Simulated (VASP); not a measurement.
# Ba2Be (I4/mmm) in VASP: notebook

The runs below take Ba2Be through single point, relaxation of cell and atoms, with r2SCAN.

Program: VASP 6.6.1. These are calculated values, not measurements. Logs are shortened: lines on timing, memory, paths and dates and some standing lists are left out, and cuts for length are marked.

## 1. The cell of the first run

Symmetry: I4/mmm, No. 139, tetragonal system. The conventional cell has a = 4.740 Å, b = 4.740 Å, c = 7.773 Å, α = 90.00°, β = 90.00°, γ = 90.00°. Ba (site symmetry 4mm) has 1 Ba at 1.45 Å within 1.9 Å. Within 4.2 Å of Be (site symmetry 4/mmm) lie 10 Ba at 3.16 to 3.43 Å.

## 2. Single point, r2SCAN

The input, POSCAR:

```
Ba2Be
1.0
   -2.3698172867      2.3698172867      3.8867440333
    2.3698172867     -2.3698172867      3.8867440333
    2.3698172867      2.3698172867     -3.8867440333
Ba Be
2 1
Direct
    0.5930000000      0.5930000000      0.0000000000
    0.4070000000      0.4070000000      0.0000000000
    0.0000000000      0.0000000000      0.0000000000
```

The input, INCAR.step1:

```
SYSTEM = Ba2Be
PREC = Accurate
ENCUT = 520
ISMEAR = 0
SIGMA = 0.1
LREAL = .False.
LASPH = .True.
NELM = 100
NBANDS = 18
GGA = PE
ALGO = Normal
EDIFF = 1E-4
LWAVE = .True.
LCHARG = .False.
```

The input, INCAR.step2:

```
SYSTEM = Ba2Be
PREC = Accurate
ENCUT = 520
EDIFF = 1E-6
ISMEAR = 0
SIGMA = 0.1
LREAL = .False.
LASPH = .True.
NELM = 100
ALGO = Normal
ISIF = 2
LWAVE = .False.
LCHARG = .False.
METAGGA = R2SCAN
LMIXTAU = .True.
NBANDS = 18
ISTART = 1
```

The input, KPOINTS:

```
Automatic mesh
0
Gamma
  6 6 6
  0 0 0
```

Potentials or basis: VASP PAW PBE potentials, release 64 (Ba_sv, Be).

The run is started by

```
> cat potpaw_PBE.64/Ba_sv/POTCAR potpaw_PBE.64/Be/POTCAR > POTCAR
> cp INCAR.step1 INCAR
> mpirun -np 1 vasp_std > vasp.out
> cp INCAR.step2 INCAR
> mpirun -np 1 vasp_std > vasp.out
```

OUTCAR:

```text
SYSTEM = Ba2Be
   PREC = Accurate
   ENCUT = 520
   EDIFF = 1E-6
   ISMEAR = 0
   LREAL = .False.
   LASPH = .True.
   NELM = 100
   ISIF = 2
   METAGGA = R2SCAN
   ISTART = 1

 ion  position               nearest neighbor table
   1  0.593  0.593  0.000-   2 1.45   3 3.16   3 3.43   3 3.43   3 3.43   3 3.43   2 4.15   2 4.15
                             2 4.15   2 4.15
   2  0.407  0.407  0.000-   1 1.45   3 3.16   3 3.43   3 3.43   3 3.43   3 3.43   1 4.15   1 4.15
                             1 4.15   1 4.15
   3  0.000  0.000  0.000-   1 3.16   2 3.16   1 3.43   2 3.43   1 3.43   1 3.43   1 3.43   2 3.43
                             2 3.43   2 3.43

 -----------------------------------------------------------------------------
|                                                                             |
|           W    W    AA    RRRRR   N    N  II  N    N   GGGG   !!!           |
|           W    W   A  A   R    R  NN   N  II  NN   N  G    G  !!!           |
|           W    W  A    A  R    R  N N  N  II  N N  N  G       !!!           |
|           W WW W  AAAAAA  RRRRR   N  N N  II  N  N N  G  GGG   !            |
|           WW  WW  A    A  R   R   N   NN  II  N   NN  G    G                |
|           W    W  A    A  R    R  N    N  II  N    N   GGGG   !!!           |
|                                                                             |
|     The distance between some ions is very small. Please check the          |
|     nearest-neighbor list in the OUTCAR file.                               |
|     I HOPE YOU KNOW WHAT YOU ARE DOING!                                     |
|                                                                             |
 -----------------------------------------------------------------------------

  LATTYP: Found a body centered tetragonal cell.
 ALAT       =     4.7396345734
 C/A-ratio  =     1.6401028278

  Lattice vectors:

 A1 = (  -2.3698172867,   2.3698172867,   3.8867440333)
 A2 = (   2.3698172867,  -2.3698172867,   3.8867440333)
 A3 = (   2.3698172867,   2.3698172867,  -3.8867440333)

Analysis of symmetry for initial positions (statically):
=====================================================================
 Subroutine PRICEL returns:
 Original cell was already a primitive cell.

 Routine SETGRP: Setting up the symmetry group for a
 body centered tetragonal supercell.

 Subroutine GETGRP returns: Found 16 space group operations
 (whereof 16 operations were pure point group operations)
 out of a pool of 16 trial point group operations.

The static configuration has the point symmetry D_4h.

Analysis of symmetry for dynamics (positions and initial velocities):
=====================================================================
 Subroutine PRICEL returns:
 Original cell was already a primitive cell.

 Routine SETGRP: Setting up the symmetry group for a
 body centered tetragonal supercell.

 Subroutine GETGRP returns: Found 16 space group operations
 (whereof 16 operations were pure point group operations)
 out of a pool of 16 trial point group operations.

The dynamic configuration has the point symmetry D_4h.

 Subroutine INISYM returns: Found 16 space group operations
 (whereof 16 operations are pure point group operations),
 and found     1 'primitive' translations

----------------------------------------------------------------------------------------

                                     Primitive cell

  volume of cell :      87.3123

  direct lattice vectors                    reciprocal lattice vectors
    -2.369817287  2.369817287  3.886744033     0.000000000  0.210986730  0.128642379
     2.369817287 -2.369817287  3.886744033     0.210986730  0.000000000  0.128642379
     2.369817287  2.369817287 -3.886744033     0.210986730  0.210986730  0.000000000

  length of vectors
     5.132138650  5.132138650  5.132138650     0.247111841  0.247111841  0.298380295

  position of ions in fractional coordinates (direct lattice)
     0.593000000  0.593000000  0.000000000
     0.407000000  0.407000000  0.000000000
     0.000000000  0.000000000  0.000000000

  ion indices of the primitive-cell ions
   primitive index   ion index
                 1           1
                 2           2
                 3           3

----------------------------------------------------------------------------------------

 KPOINTS: Automatic mesh

Automatic generation of k-mesh.
 Grid dimensions read from file:
 generate k-points for:    6    6    6

 Generating k-lattice:

  Cartesian coordinates                     Fractional coordinates (reciprocal lattice)
     0.000000000  0.035164455  0.021440397     0.166666667 -0.000000000  0.000000000
     0.035164455  0.000000000  0.021440397    -0.000000000  0.166666667  0.000000000
     0.035164455  0.035164455  0.000000000     0.000000000  0.000000000  0.166666667

  Length of vectors
     0.041185307  0.041185307  0.049730049

  Shift w.r.t. Gamma in fractional coordinates (k-lattice)
     0.000000000  0.000000000  0.000000000

 Subroutine IBZKPT returns following result:
 ===========================================

 Found     30 irreducible k-points:

 Following reciprocal coordinates:
            Coordinates               Weight
  0.000000  0.000000  0.000000      1.000000
  0.166667  0.000000 -0.000000      8.000000
  0.333333  0.000000 -0.000000      8.000000
  0.500000  0.000000 -0.000000      4.000000
  0.166667  0.166667 -0.000000      8.000000
  0.333333  0.166667 -0.000000     16.000000
[... 16 lines left out ...]
 -0.333333 -0.333333  0.166667      8.000000
 -0.166667 -0.333333  0.166667      8.000000
 [... further k-points ...]
   k-points           NKPTS =     30   k-points in BZ     NKDIM =     30   number of bands    NBANDS=     18
   number of dos      NEDOS =    301   number of ions     NIONS =      3
   total plane-waves  NPLWV =  64000
   dimension x,y,z NGX =    40 NGY =   40 NGZ =   40
   dimension x,y,z NGXF=    80 NGYF=   80 NGZF=   80
   ions per type =               2   1
   NGX,Y,Z   is equivalent  to a cutoff of  12.96, 12.96, 12.96 a.u.
   NGXF,Y,Z  is equivalent  to a cutoff of  25.91, 25.91, 25.91 a.u.
 SYSTEM =  Ba2Be
   PREC   = accura    normal or accurate (medium, high low for compatibility)
   ISTART =      1    job   : 0-new  1-cont  2-samecut
   ICHARG =      0    charge: 1-file 2-atom 10-const
   ISPIN  =      1    spin polarized calculation?
   LNONCOLLINEAR =      F non collinear calculations
   LSORBIT =      F    spin-orbit coupling
   LASPH  =      T    aspherical Exc in radial PAW
   ENCUT  =  520.0 eV  38.22 Ry    6.18 a.u.   9.54  9.54  9.54*2*pi/ulx,y,z
   NELM   =    100;   NELMIN=  2; NELMDL=  0     # of ELM steps
   EDIFF  = 0.1E-05   stopping-criterion for ELM
   LREAL  =      F    real-space projection
   EDIFFG = 0.1E-04   stopping-criterion for IOM
   NSW    =      0    number of steps for IOM
   IBRION =     -1    ionic relax: 0-MD 1-quasi-New 2-CG
   NFREE  =      0    steps in history (QN), initial steepest desc. (CG)
   ISIF   =      2    stress and relaxation
   ISYM   =      2    0-nonsym 1-usesym 2-fastsym
   POTIM  = 0.5000    time-step for ionic-motion
   TEBEG  =    0.0;   TEEND  =   0.0 temperature during run
   PSTRESS=    0.0 pullay stress
   NELECT =      22.0000    total number of electrons
   NUPDOWN=      -1.0000    fix difference up-down
   EMIN   =  10.00;   EMAX   =-10.00  energy-range for DOS
   EFERMI =   0.00;   METHOD = LEGACY
   ISMEAR =     0;   SIGMA  =   0.10  broadening in eV -4-tet -1-fermi 0-gaus
   EFERMI_NEDOS =   21; number of points for ismear=-14 and -15
   IALGO  =     38    algorithm
   IMIX   =      4    mixing-type and parameters
     AMIX     =   0.40;   BMIX     =  1.00
     AMIX_MAG =   1.60;   BMIX_MAG =  1.00
  volume/ion in A,a.u.               =      29.10       196.40
  Fermi-wavevector in a.u.,A,eV,Ry     =   1.034008  1.953992 14.546972  1.069172
  Thomas-Fermi vector in A             =   2.168282
   LORBIT       =      0    0 simple, 1 ext, 2 COOP (PROOUT), +10 PAW based schemes
   METAGGA = R2SCAN    functional components
   LHFCALC =     F    Hartree Fock is set to
   AEXX    =    0.0000 exact exchange contribution
   IVDW    =     0    specifies the selected vdW correction
   LEPSILON=     F    determine dielectric tensor
   LRPA    =     F    only Hartree local field effects (RPA)
 non-spin polarized calculation
 Gauss-broadening in eV      SIGMA  =   0.10
  energy-cutoff  :      520.00
  volume of cell :       87.31
 maximum number of plane-waves:      2375
 NGX is ok and might be reduce to    40
   NGX = 19   NGY = 19   NGZ = 19

 number of electron      22.0000000 magnetization

 Free energy of the ion-electron system (eV)
  ---------------------------------------------------
  ext. energy  EPLUGINS =         0.00000000
  ---------------------------------------------------
  free energy    TOTEN  =        36.62020298 eV

  energy without entropy =       36.62939260  energy(sigma->0) =       36.62479779

 E-fermi :   2.8318     XC(G=0):  -9.4512

 val. band max:        2.7592449690   @ k =   0.3333   0.0000  -0.0000
 cond. band min:       2.8573789984   @ k =   0.3333   0.1667   0.1667
 fundamental gap:      0.0981340294
 Fermi energy:         2.8318459629

 k-point     1 :       0.0000    0.0000    0.0000
  band No.  band energies     occupation
      1     -43.1220      2.00000
      2     -22.9682      2.00000
      3     -19.3887      2.00000
      4     -19.3887      2.00000
      5     -16.4708      2.00000
      6      -8.1984      2.00000
[... 10 lines left out ...]
     17       6.4385      0.00000
     18       7.8660      0.00000

 k-point     2 :       0.1667    0.0000   -0.0000
  band No.  band energies     occupation
      1     -43.1216      2.00000
      2     -22.9833      2.00000
      3     -19.4098      2.00000
      4     -19.3929      2.00000
      5     -16.4179      2.00000
      6      -8.1842      2.00000
[... 10 lines left out ...]
     17       6.7551      0.00000
     18       7.6736      0.00000
[... 442 lines left out ...]
 k-point    24 :      -0.1667   -0.3333    0.1667
  band No.  band energies     occupation
      1     -43.1209      2.00000
      2     -23.0331      2.00000
      3     -19.4265      2.00000
      4     -19.4104      2.00000
      5     -16.2753      2.00000
      6      -8.0262      2.00000
[... 10 lines left out ...]
     17       7.7607      0.00000
     18       8.0643      0.00000

 [... further k-points ...]

------------------------ aborting loop because EDIFF is reached ----------------------------------------

  FORCE on cell =-STRESS in cart. coord.  units (eV):
  Direction    XX          YY          ZZ          XY          YZ          ZX
  --------------------------------------------------------------------------------------
  -------------------------------------------------------------------------------------
  Total       -6.2851256     -6.2851256    377.1146762      0.0000000      0.0000000      0.0000000
  in kB     -115.3317515   -115.3317515   6920.0360754      0.0000000      0.0000000      0.0000000
  external PRESSURE =    2229.7908575 kB  Pullay stress =       0.0000000 kB

 VOLUME and BASIS-vectors are now :
 -----------------------------------------------------------------------------
  energy-cutoff  :      520.00
  volume of cell :       87.31
      direct lattice vectors                 reciprocal lattice vectors
    -2.369817287  2.369817287  3.886744033     0.000000000  0.210986730  0.128642379
     2.369817287 -2.369817287  3.886744033     0.210986730  0.000000000  0.128642379
     2.369817287  2.369817287 -3.886744033     0.210986730  0.210986730  0.000000000

 POSITION                                       TOTAL-FORCE (eV/Angst)
 -----------------------------------------------------------------------------------
      0.00000      0.00000      4.60968        -0.000000     -0.000000    263.509521
      0.00000      0.00000      3.16381         0.000000      0.000000   -263.509521
      0.00000      0.00000      0.00000        -0.000000     -0.000000      0.000000
 -----------------------------------------------------------------------------------
    total drift:                                0.000000     -0.000000      0.000000

  FREE ENERGIE OF THE ION-ELECTRON SYSTEM (eV)
  ---------------------------------------------------
  free  energy   TOTEN  =        36.6202029781 eV

  energy  without entropy=       36.6293926016  energy(sigma->0) =       36.62479779
```

It took 84 s on 1 thread of Intel Xeon 6975P-C (Granite Rapids), shared host; peak memory 0.27 GiB.

What came out:

| Item | Value |
| --- | --- |
| Free energy | 36.6202 eV |
| Pressure | 223.0 GPa |
| Largest force | 263.510 eV/Å |
| Band gap on the k mesh | zero (band 11 reaches 3.01 eV, above the bottom of band 12 at 2.73 eV) |

Forces in eV/Å, atoms in the order of the input:
```
Ba     0.000    0.000  263.510
Ba     0.000    0.000 -263.510
Be     0.000    0.000    0.000
```

Stress tensor (GPa, compression positive):
```
-11.53   0.00   0.00
  0.00 -11.53   0.00
  0.00   0.00 692.00
```

Levels at points of the mesh, in eV from the Fermi level:
```tsv
k point	band 9	band 10	band 11	band 12	band 13	band 14
(0.00, 0.00, 0.00)	-2.41	-1.37	-0.79	1.49	1.91	1.91
(0.50, 0.00, 0.00)	-2.96	-1.83	0.04	0.42	0.93	1.54
(0.50, 0.50, 0.00)	-2.58	-1.71	0.17	0.48	0.67	2.90
(0.50, 0.50, 0.50)	-3.20	-2.22	-0.20	-0.10	-0.10	2.02
```

Caveat: the PAW data sets were made with another functional, which shifts forces and pressure a little; spin-orbit coupling is left out, which moves the levels of the heavy elements.

## 3. Single point, r2SCAN

This run uses another cell than the first one, of 41.65 Å³/atom, 1.431 times its volume.

The input, POSCAR:

```
Ba2Be
1.0
   -2.0172664810      2.0172664810      7.6765971192
    2.0172664810     -2.0172664810      7.6765971192
    2.0172664810      2.0172664810     -7.6765971192
Ba Be
2 1
Direct
    0.6197913159      0.6197913159      0.0000000000
    0.3802086841      0.3802086841      0.0000000000
    0.0000000000      0.0000000000      0.0000000000
```

The input, INCAR.step1:

```
SYSTEM = Ba2Be
PREC = Accurate ; ENCUT = 520
ISMEAR = 0 ; SIGMA = 0.1
LREAL = .False. ; LASPH = .True.
NELM = 80 ; NBANDS = 18
GGA = PE ; ALGO = Normal
EDIFF = 1E-4 ; LWAVE = .True.
LCHARG = .False.
```

The input, INCAR.step2:

```
SYSTEM = Ba2Be
PREC = Accurate ; ENCUT = 520
EDIFF = 1E-6 ; ISMEAR = 0
SIGMA = 0.1 ; LREAL = .False.
LASPH = .True. ; NELM = 80
ALGO = Normal ; ISIF = 2
LWAVE = .False. ; LCHARG = .False.
METAGGA = R2SCAN ; LMIXTAU = .True.
NBANDS = 18 ; ISTART = 1
```

KPOINTS is that of step 2.

Potentials or basis: VASP PAW PBE potentials, release 64 (Ba_sv, Be).

The run is started by

```
> cat potpaw_PBE.64/Ba_sv/POTCAR potpaw_PBE.64/Be/POTCAR > POTCAR
> cp INCAR.step1 INCAR
> mpirun -np 1 vasp_std > vasp.out
> cp INCAR.step2 INCAR
> mpirun -np 1 vasp_std > vasp.out
```

Run time: 8.4 min. Hardware: 1 thread of Intel Xeon 6975P-C (Granite Rapids), shared host; peak memory 0.65 GiB.

Results (log left out):

| Property | Result |
| --- | --- |
| Free energy | -56.1851 eV |
| Pressure | 0.2 GPa |
| Largest force | 0.055 eV/Å |
| Band gap on the k mesh | zero (band 11 reaches 2.60 eV, above the bottom of band 12 at 1.24 eV) |

Forces on the atoms (eV/Å):
```
Ba   0.000  0.000  0.055
Ba   0.000  0.000 -0.055
Be   0.000  0.000  0.000
```

Levels at points of the mesh, in eV from the Fermi level:
```csv
k point,band 8,band 9,band 10,band 11,band 12,band 13,band 14,band 15
"(0.00, 0.00, 0.00)",-13.98,-4.18,-1.36,-0.42,0.76,1.09,1.30,1.94
"(0.50, 0.00, 0.00)",-13.91,-2.85,-1.24,0.17,0.59,1.20,1.41,1.71
"(0.50, 0.50, 0.00)",-13.94,-2.72,-1.06,-1.04,-0.77,1.33,1.60,2.36
"(0.50, 0.50, 0.50)",-13.96,-3.89,-2.14,0.51,0.70,0.82,1.48,1.75
```

Caveat: the k points lie up to 0.37 Å⁻¹ apart; the PAW data sets were made with another functional, which shifts forces and pressure a little; spin-orbit coupling is left out, which moves the levels of the heavy elements.

(Continued in part 2 of 2.)
